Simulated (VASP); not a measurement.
Au: single point with RPBE

Crystal: Au.

```
Au
1.0
     2.74841    0.00000    0.00000
     0.00000    2.74841    0.00000
     0.00000    0.00000    2.74841
Au
1
Cartesian
  1.3742 1.3742 1.3742
```

```yaml
Program: VASP 6.6.1
Task: single point
Functional: RPBE
Potentials_or_basis: VASP PAW PBE potentials, release 64 (Au)
Cutoff: 520 eV
k_mesh: 10 × 10 × 10
Occupations: fermi-dirac, width 0.05 eV
Spin: no spin polarisation
```

```yaml
Pressure: 3.4 GPa
```

Levels at points of the mesh, in eV from the Fermi level:
| k point | band 3 | band 4 | band 5 | band 6 | band 7 | band 8 |
| --- | --- | --- | --- | --- | --- | --- |
| (0.00, 0.00, 0.00) | -5.62 | -1.48 | -1.48 | -1.48 | 13.85 | 13.85 |
| (0.50, 0.00, 0.00) | -2.90 | -2.90 | -1.35 | -0.40 | 2.03 | 16.31 |
| (0.50, 0.50, 0.00) | -2.65 | -2.65 | -0.34 | 3.86 | 3.86 | 6.38 |
| (0.50, 0.50, 0.50) | -4.90 | -0.25 | -0.25 | 8.42 | 8.42 | 8.42 |

Wall time 11 s on 1 thread of Intel Xeon 8259CL, on a shared host, peak memory 0.13 GiB.

Caveat: the PAW data sets were made with another functional, which shifts forces and pressure a little; spin-orbit coupling is left out, which moves the levels of the heavy elements.
